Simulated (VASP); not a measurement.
# C (Cmme) in VASP: a series of runs

The runs below take C through single point, with PBEsol.

Program: VASP 6.6.1. These are calculated values, not measurements. Logs are shortened: lines on timing, memory, paths and dates and some standing lists are left out, and cuts for length are marked.

## Step 1: The cell of the first run

The typed cell holds 4 atoms: a = 2.530 Å, b = 2.530 Å, c = 7.378 Å, α = 90.00°, β = 90.00°, γ = 118.86°.

## Step 2: Single point, PBEsol (normal strain along x +0.0467, normal strain along y +0.0233)

INCAR

```
ALGO = Normal
EDIFF = 1E-6
ENCUT = 520
GGA = PS
ISIF = 2
ISMEAR = 0
LASPH = True
LCHARG = True
LELF = True
LREAL = False
LVHAR = True
LWAVE = False
NBANDS = 16
NELM = 80
PREC = Accurate
SIGMA = 0.15
```

KPOINTS

```
k-points
0
Gamma
  18 18 6
```

POSCAR

```
C
1.0
    1.2868910834     -2.1786926318      0.0000000000
    1.2868910834      2.1786926318      0.0000000000
    0.0000000000      0.0000000000      7.3778182888
C
4
Direct
    0.0833216498      0.9166783502      0.7498439858
    0.5833216498      0.4166783502      0.2501560142
    0.9166783502      0.0833216498      0.2501560142
    0.4166783502      0.5833216498      0.7498439858
```

Potentials or basis: VASP PAW PBE potentials, release 64 (C).

Run with:

```bash
cat potpaw_PBE.64/C/POTCAR > POTCAR
mpirun -np 1 vasp_std > vasp.out
```

OUTCAR:

```text
EDIFF = 1E-6
   ENCUT = 520
   GGA = PS
   ISIF = 2
   ISMEAR = 0
   LASPH = True
   LREAL = False
   NELM = 80
   PREC = Accurate

 ion  position               nearest neighbor table
   1  0.083  0.917  0.750-   4 1.45   4 1.48   4 1.48
   2  0.583  0.417  0.250-   3 1.45   3 1.48   3 1.48
   3  0.917  0.083  0.250-   2 1.45   2 1.48   2 1.48
   4  0.417  0.583  0.750-   1 1.45   1 1.48   1 1.48

  LATTYP: Found a base centered orthorhombic cell.
 ALAT       =     2.5737821668
 B/A-ratio  =     1.6929891425
 C/A-ratio  =     2.8665278608

  Lattice vectors:

 A1 = (   1.2868910834,  -2.1786926318,   0.0000000000)
 A2 = (   1.2868910834,   2.1786926318,   0.0000000000)
 A3 = (   0.0000000000,   0.0000000000,   7.3778182888)

Analysis of symmetry for initial positions (statically):
=====================================================================
 Subroutine PRICEL returns:
 Original cell was already a primitive cell.

 Routine SETGRP: Setting up the symmetry group for a
 base centered orthorhombic supercell.

 Subroutine GETGRP returns: Found  8 space group operations
 (whereof  4 operations were pure point group operations)
 out of a pool of  8 trial point group operations.

The static configuration has the point symmetry C_2h.
 The point group associated with its full space group is D_2h.

Analysis of symmetry for dynamics (positions and initial velocities):
=====================================================================
 Subroutine PRICEL returns:
 Original cell was already a primitive cell.

 Routine SETGRP: Setting up the symmetry group for a
 base centered orthorhombic supercell.

 Subroutine GETGRP returns: Found  8 space group operations
 (whereof  4 operations were pure point group operations)
 out of a pool of  8 trial point group operations.

The dynamic configuration has the point symmetry C_2h.
 The point group associated with its full space group is D_2h.

 Subroutine INISYM returns: Found  8 space group operations
 (whereof  4 operations are pure point group operations),
 and found     1 'primitive' translations

----------------------------------------------------------------------------------------

                                     Primitive cell

  volume of cell :      41.3710

  direct lattice vectors                    reciprocal lattice vectors
     1.286891083 -2.178692632  0.000000000     0.388533269 -0.229495429  0.000000000
     1.286891083  2.178692632  0.000000000     0.388533269  0.229495429  0.000000000
     0.000000000  0.000000000  7.377818289     0.000000000  0.000000000  0.135541424

  length of vectors
     2.530373539  2.530373539  7.377818289     0.451249657  0.451249657  0.135541424

  position of ions in fractional coordinates (direct lattice)
     0.083321650  0.916678350  0.749843986
     0.583321650  0.416678350  0.250156014
     0.916678350  0.083321650  0.250156014
     0.416678350  0.583321650  0.749843986

  ion indices of the primitive-cell ions
   primitive index   ion index
                 1           1
                 2           2
                 3           3
                 4           4

----------------------------------------------------------------------------------------

 KPOINTS: k-points

Automatic generation of k-mesh.
 Grid dimensions read from file:
 generate k-points for:   18   18    6

 Generating k-lattice:

  Cartesian coordinates                     Fractional coordinates (reciprocal lattice)
     0.021585182 -0.012749746  0.000000000     0.055555556  0.000000000  0.000000000
     0.021585182  0.012749746  0.000000000     0.000000000  0.055555556  0.000000000
     0.000000000  0.000000000  0.022590237     0.000000000  0.000000000  0.166666667

  Length of vectors
     0.025069425  0.025069425  0.022590237

  Shift w.r.t. Gamma in fractional coordinates (k-lattice)
     0.000000000  0.000000000  0.000000000

 Subroutine IBZKPT returns following result:
 ===========================================

 Found    364 irreducible k-points:

 Following reciprocal coordinates:
            Coordinates               Weight
  0.000000  0.000000  0.000000      1.000000
  0.055556 -0.000000  0.000000      4.000000
  0.111111 -0.000000  0.000000      4.000000
  0.166667  0.000000  0.000000      4.000000
  0.222222 -0.000000  0.000000      4.000000
  0.277778 -0.000000  0.000000      4.000000
[... 16 lines left out ...]
 -0.277778  0.055556  0.000000      4.000000
 -0.222222  0.055556  0.000000      4.000000
 [... further k-points ...]
   k-points           NKPTS =    364   k-points in BZ     NKDIM =    364   number of bands    NBANDS=     16
   number of dos      NEDOS =    301   number of ions     NIONS =      4
   total plane-waves  NPLWV =  22400
   dimension x,y,z NGX =    20 NGY =   20 NGZ =   56
   dimension x,y,z NGXF=    40 NGYF=   40 NGZF=  112
   ions per type =               4
   NGX,Y,Z   is equivalent  to a cutoff of  13.14, 13.14, 12.62 a.u.
   NGXF,Y,Z  is equivalent  to a cutoff of  26.28, 26.28, 25.24 a.u.
 SYSTEM =  unknown system
   PREC   = accura    normal or accurate (medium, high low for compatibility)
   ISTART =      0    job   : 0-new  1-cont  2-samecut
   ICHARG =      2    charge: 1-file 2-atom 10-const
   ISPIN  =      1    spin polarized calculation?
   LNONCOLLINEAR =      F non collinear calculations
   LSORBIT =      F    spin-orbit coupling
   LASPH  =      T    aspherical Exc in radial PAW
   ENCUT  =  520.0 eV  38.22 Ry    6.18 a.u.   4.70  4.70 13.72*2*pi/ulx,y,z
   NELM   =     80;   NELMIN=  2; NELMDL= -5     # of ELM steps
   EDIFF  = 0.1E-05   stopping-criterion for ELM
   LREAL  =      F    real-space projection
   EDIFFG = 0.1E-04   stopping-criterion for IOM
   NSW    =      0    number of steps for IOM
   IBRION =     -1    ionic relax: 0-MD 1-quasi-New 2-CG
   NFREE  =      0    steps in history (QN), initial steepest desc. (CG)
   ISIF   =      2    stress and relaxation
   ISYM   =      2    0-nonsym 1-usesym 2-fastsym
   POTIM  = 0.5000    time-step for ionic-motion
   TEBEG  =    0.0;   TEEND  =   0.0 temperature during run
   PSTRESS=    0.0 pullay stress
   NELECT =      16.0000    total number of electrons
   NUPDOWN=      -1.0000    fix difference up-down
   EMIN   =  10.00;   EMAX   =-10.00  energy-range for DOS
   EFERMI =   0.00;   METHOD = LEGACY
   ISMEAR =     0;   SIGMA  =   0.15  broadening in eV -4-tet -1-fermi 0-gaus
   EFERMI_NEDOS =   21; number of points for ismear=-14 and -15
   IALGO  =     38    algorithm
   IMIX   =      4    mixing-type and parameters
     AMIX     =   0.40;   BMIX     =  1.00
     AMIX_MAG =   1.60;   BMIX_MAG =  1.00
  volume/ion in A,a.u.               =      10.34        69.80
  Fermi-wavevector in a.u.,A,eV,Ry     =   1.192750  2.253972 19.356378  1.422654
  Thomas-Fermi vector in A             =   2.328781
   LORBIT       =      0    0 simple, 1 ext, 2 COOP (PROOUT), +10 PAW based schemes
   GGA     = PS    functional components
   LHFCALC =     F    Hartree Fock is set to
   AEXX    =    0.0000 exact exchange contribution
   IVDW    =     0    specifies the selected vdW correction
   LEPSILON=     F    determine dielectric tensor
   LRPA    =     F    only Hartree local field effects (RPA)
 non-spin polarized calculation
 Gauss-broadening in eV      SIGMA  =   0.15
  energy-cutoff  :      520.00
  volume of cell :       41.37
 maximum number of plane-waves:      1133
   NGX =  9   NGY =  9   NGZ = 27

 number of electron      16.0000001 magnetization

 Free energy of the ion-electron system (eV)
  ---------------------------------------------------
  ext. energy  EPLUGINS =         0.00000000
  ---------------------------------------------------
  free energy    TOTEN  =       -38.26395255 eV

  energy without entropy =      -38.26300387  energy(sigma->0) =      -38.26347821

 E-fermi :   3.2199     XC(G=0):  -9.7004

 val. band max:        3.2171184565   @ k =   0.3333   0.3333   0.3333
 cond. band min:       3.2249512411   @ k =   0.3333   0.3333   0.3333
 fundamental gap:      0.0078327846
 Fermi energy:         3.2199193085

 k-point     1 :       0.0000    0.0000    0.0000
  band No.  band energies     occupation
      1     -15.5243      2.00000
      2     -15.3741      2.00000
      3      -4.3485      2.00000
      4      -3.0855      2.00000
      5       0.2211      2.00000
      6       0.2378      2.00000
[... 8 lines left out ...]
     15      13.5997      0.00000
     16      13.6881      0.00000

 k-point     2 :       0.0556   -0.0000    0.0000
  band No.  band energies     occupation
      1     -15.4557      2.00000
      2     -15.3062      2.00000
      3      -4.2667      2.00000
      4      -3.0080      2.00000
      5      -0.0597      2.00000
      6      -0.0433      2.00000
[... 8 lines left out ...]
     15      13.3651      0.00000
     16      13.4737      0.00000

 k-point     3 :       0.1111   -0.0000    0.0000
  band No.  band energies     occupation
      1     -15.2504      2.00000
      2     -15.1030      2.00000
      3      -4.0222      2.00000
      4      -2.7767      2.00000
      5      -0.8642      2.00000
      6      -0.8416      2.00000
[... 8 lines left out ...]
     15      12.6956      0.00000
     16      12.8707      0.00000

 k-point     4 :       0.1667    0.0000    0.0000
  band No.  band energies     occupation
      1     -14.9095      2.00000
      2     -14.7656      2.00000
      3      -3.6177      2.00000
      4      -2.3952      2.00000
      5      -2.0091      2.00000
      6      -1.9764      2.00000
[... 8 lines left out ...]
     15      13.2854      0.00000
     16      13.3087      0.00000
[... 324 lines left out ...]
 k-point    22 :      -0.3333    0.0556    0.0000
  band No.  band energies     occupation
      1     -13.4165      2.00000
      2     -13.2877      2.00000
      3      -5.4463      2.00000
      4      -5.3884      2.00000
      5      -2.1568      2.00000
      6      -2.1445      2.00000
[... 8 lines left out ...]
     15      15.7527      0.00000
     16      16.1393      0.00000

 k-point    23 :      -0.2778    0.0556    0.0000
  band No.  band energies     occupation
      1     -14.0860      2.00000
      2     -13.9503      2.00000
      3      -4.0670      2.00000
      4      -4.0212      2.00000
      5      -2.6499      2.00000
      6      -1.6783      2.00000
[... 8 lines left out ...]
     15      14.5166      0.00000
     16      14.6844      0.00000

 k-point    24 :      -0.2222    0.0556    0.0000
  band No.  band energies     occupation
      1     -14.6281      2.00000
      2     -14.4869      2.00000
      3      -3.2851      2.00000
      4      -2.7262      2.00000
      5      -2.6935      2.00000
      6      -2.0813      2.00000
[... 8 lines left out ...]
     15      13.2546      0.00000
     16      13.3544      0.00000

 [... further k-points ...]

------------------------ aborting loop because EDIFF is reached ----------------------------------------

  FORCE on cell =-STRESS in cart. coord.  units (eV):
  Direction    XX          YY          ZZ          XY          YZ          ZX
  --------------------------------------------------------------------------------------
  -------------------------------------------------------------------------------------
  Total      -10.5194292     -6.4915109     -0.0048433      0.0000000      0.0000000      0.0000000
  in kB     -407.3868900   -251.3973331     -0.1875658      0.0000000      0.0000000      0.0000000
  external PRESSURE =    -219.6572630 kB  Pullay stress =       0.0000000 kB

 VOLUME and BASIS-vectors are now :
 -----------------------------------------------------------------------------
  energy-cutoff  :      520.00
  volume of cell :       41.37
      direct lattice vectors                 reciprocal lattice vectors
     1.286891083 -2.178692632  0.000000000     0.388533269 -0.229495429  0.000000000
     1.286891083  2.178692632  0.000000000     0.388533269  0.229495429  0.000000000
     0.000000000  0.000000000  7.377818289     0.000000000  0.000000000  0.135541424

 POSITION                                       TOTAL-FORCE (eV/Angst)
 -----------------------------------------------------------------------------------
      1.28689      1.81563      5.53221         0.000000      0.109615      0.000154
      1.28689     -0.36306      1.84561         0.000000      0.109615     -0.000154
      1.28689     -1.81563      1.84561         0.000000     -0.109615     -0.000154
      1.28689      0.36306      5.53221         0.000000     -0.109615      0.000154
 -----------------------------------------------------------------------------------
    total drift:                                0.000000      0.000000     -0.000000

  FREE ENERGIE OF THE ION-ELECTRON SYSTEM (eV)
  ---------------------------------------------------
  free  energy   TOTEN  =       -38.2639525502 eV

  energy  without entropy=      -38.2630038677  energy(sigma->0) =      -38.26347821
```

It took 4.5 min on 1 thread of Intel Xeon 8259CL, shared host; peak memory 0.28 GiB.

Results:

- Free energy: -38.2640 eV
- Pressure: -22.0 GPa
- Largest force: 0.110 eV/Å

Forces on the atoms (eV/Å):
```
C    0.000  0.110  0.000
C    0.000  0.110  0.000
C    0.000 -0.110  0.000
C    0.000 -0.110  0.000
```

Caveat: the cell differs from its parent crystal (normal strain along x +0.0467, normal strain along y +0.0233); the stress differs along the axes, from -41 to -0 GPa; this functional lacks dispersion, which binds layers or chains, so the pressure and a relaxed spacing across them are unreliable; the PAW data sets were made with another functional, which shifts forces and pressure a little.

## Step 3: Single point, PBEsol (normal strain along x +0.0233, normal strain along y +0.0700)

INCAR

```
SYSTEM = C
ALGO = Normal
EDIFF = 1E-6
ENCUT = 520
GGA = PS
ISIF = 2
ISMEAR = 0
LASPH = .True.
LCHARG = .False.
LREAL = .False.
LWAVE = .False.
NBANDS = 16
NELM = 60
PREC = Accurate
SIGMA = 0.15
```

KPOINTS

```
k-points
0
Gamma
  18 18 6
  0 0 0
```

POSCAR, as its differences from that of step 2:

```diff
@@ -2,4 +2,4 @@
 1.0
-    1.2868910834     -2.1786926318      0.0000000000
-    1.2868910834      2.1786926318      0.0000000000
+    1.2581213773     -2.2781208991      0.0000000000
+    1.2581213773      2.2781208991      0.0000000000
     0.0000000000      0.0000000000      7.3778182888
```

Potentials or basis: VASP PAW PBE potentials, release 64 (C).

Run with:

```bash
cat potpaw_PBE.64/C/POTCAR > POTCAR
mpirun -np 1 vasp_std > vasp.out
```

Wall time 4.4 min (1 thread of Intel Xeon 8259CL, shared host); peak memory 0.29 GiB.

Results (log left out):

```yaml
Free_energy: -37.9850 eV
Pressure: -27.6 GPa
Largest_force: 0.039 eV/Å
```

Forces in eV/Å, atoms in the order of the input:
```
C    0.000 -0.039  0.000
C    0.000 -0.039  0.000
C    0.000  0.039  0.000
C    0.000  0.039  0.000
```

Stress tensor (GPa, compression positive):
```
-26.78   0.00   0.00
  0.00 -55.98   0.00
  0.00   0.00   0.09
```

Caveat: the cell differs from its parent crystal (normal strain along x +0.0233, normal strain along y +0.0700); the stress differs along the axes, from -56 to 0 GPa; this functional lacks dispersion, which binds layers or chains, so the pressure and a relaxed spacing across them are unreliable; the PAW data sets were made with another functional, which shifts forces and pressure a little.

## Step 4: Single point, PBEsol (normal strain along x +0.0700, normal strain along y +0.0233)

INCAR

```
PREC = Accurate
ENCUT = 520
EDIFF = 1E-6
ISMEAR = 0
SIGMA = 0.15
LREAL = F
LASPH = T
NELM = 100
ALGO = Normal
ISIF = 2
LWAVE = F
LCHARG = F
GGA = PS
NBANDS = 16
```

KPOINTS

```
regular mesh
0
Gamma
  18 18 6
```

POSCAR, as its differences from that of step 3:

```diff
@@ -2,4 +2,4 @@
 1.0
-    1.2581213773     -2.2781208991      0.0000000000
-    1.2581213773      2.2781208991      0.0000000000
+    1.3155378420     -2.1786926318      0.0000000000
+    1.3155378420      2.1786926318      0.0000000000
     0.0000000000      0.0000000000      7.3778182888
```

Run with:

```bash
cat potpaw_PBE.64/C/POTCAR > POTCAR
mpirun -np 1 vasp_std > vasp.out
```

Wall time 4.1 min (1 thread of Intel Xeon 8259CL, shared host); peak memory 0.29 GiB.

It converged, with:

```
Free energy   : -37.9861 eV
Pressure      : -27.5 GPa
Largest force : 0.132 eV/Å
```

Forces in eV/Å, atoms in the order of the input:
```
C    0.000  0.132  0.000
C    0.000  0.132  0.000
C    0.000 -0.132  0.000
C    0.000 -0.132  0.000
```

Stress tensor (GPa, compression positive):
```
-55.75   0.00   0.00
  0.00 -26.90   0.00
  0.00   0.00   0.00
```

Caveat: the cell differs from its parent crystal (normal strain along x +0.0700, normal strain along y +0.0233); the stress differs along the axes, from -56 to 0 GPa; this functional lacks dispersion, which binds layers or chains, so the pressure and a relaxed spacing across them are unreliable; the PAW data sets were made with another functional, which shifts forces and pressure a little.

## Step 5: Single point, PBEsol (normal strain along x +0.0467, normal strain along y +0.0467)

INCAR

```
ALGO     = Normal         # electronic algorithm
EDIFF    = 1E-6           # SCF threshold, eV
ENCUT    = 520            # plane-wave cutoff, eV
GGA      = PS             # functional
ISIF     = 2              # what is computed and relaxed
ISMEAR   = 0              # smearing method
LASPH    = T              # aspherical terms in the spheres
LCHARG   = F              # write CHGCAR
LREAL    = F              # projectors in reciprocal space
LWAVE    = F              # write WAVECAR
NBANDS   = 16             # bands
NELM     = 60             # most SCF steps
PREC     = Accurate       # precision mode
SIGMA    = 0.15           # smearing width, eV
```

KPOINTS

```
k-points
0
Gamma
  18 18 6
```

POSCAR, as its differences from that of step 4:

```diff
@@ -2,4 +2,4 @@
 1.0
-    1.3155378420     -2.1786926318      0.0000000000
-    1.3155378420      2.1786926318      0.0000000000
+    1.2868910834     -2.2285132197      0.0000000000
+    1.2868910834      2.2285132197      0.0000000000
     0.0000000000      0.0000000000      7.3778182888
```

Run with:

```bash
cat potpaw_PBE.64/C/POTCAR > POTCAR
mpirun -np 1 vasp_std > vasp.out
```

Run time: 3.3 min. Hardware: 1 thread of Intel Xeon 8259CL, shared host; peak memory 0.28 GiB.

Results (log left out):

```yaml
Free_energy: -38.0646 eV
Pressure: -28.1 GPa
Band_gap_on_the_k_mesh: zero (filled and empty bands touch)
```

Stress tensor (GPa, compression positive):
```
-42.11   0.00   0.00
  0.00 -42.16   0.00
  0.00   0.00   0.01
```

Levels at points of the mesh, in eV from the Fermi level:
```tsv
k point	band 6	band 7	band 8	band 9	band 10	band 11
(0.00, 0.00, 0.00)	-3.02	-3.01	-3.01	3.91	7.47	7.49
(0.50, 0.00, 0.00)	-6.03	-2.16	-2.16	1.67	1.67	6.15
(0.50, 0.50, 0.00)	-6.02	-2.54	-1.65	1.12	2.10	6.05
(0.00, 0.00, 0.50)	-3.02	-3.02	-3.02	5.91	5.92	7.50
(0.50, 0.00, 0.50)	-6.03	-2.12	-2.12	1.57	1.57	6.15
(0.50, 0.50, 0.50)	-6.03	-2.12	-2.12	1.57	1.57	6.15
```

Caveat: the cell differs from its parent crystal (normal strain along x +0.0467, normal strain along y +0.0467); the stress differs along the axes, from -42 to 0 GPa; this functional lacks dispersion, which binds layers or chains, so the pressure and a relaxed spacing across them are unreliable; the PAW data sets were made with another functional, which shifts forces and pressure a little.

## Step 6: Overview

```csv
cell,pressure (GPa),largest force (eV/Å)
"a = 2.530, b = 2.530, c = 7.378 Å, angles 90.0, 90.0, 118.9°, 4 atoms",-22.0,0.11
"a = 2.602, b = 2.602, c = 7.378 Å, angles 90.0, 90.0, 122.2°, 4 atoms",-27.6,0.04
"a = 2.545, b = 2.545, c = 7.378 Å, angles 90.0, 90.0, 117.8°, 4 atoms",-27.5,0.13
"a = 2.573, b = 2.573, c = 7.378 Å, angles 90.0, 90.0, 120.0°, 4 atoms",-28.1,-
```

Alike in all rows: task single point; level PBEsol; potentials or basis VASP PAW PBE potentials, release 64 (C); no spin polarisation; k mesh 18 × 18 × 6; cutoff (eV) 520; smearing gaussian 0.15 eV.

Caveats: this functional lacks dispersion, which binds layers or chains, so the pressure and a relaxed spacing across them are unreliable; the PAW data sets were made with another functional, which shifts forces and pressure a little; the stress differs along the axes, from -56 to 0 GPa (at least some runs); the stress differs along the axes, from -41 to -0 GPa (at least some runs); the stress differs along the axes, from -42 to 0 GPa (at least some runs).

Absolute energies hang on the potentials; compare differences alone.
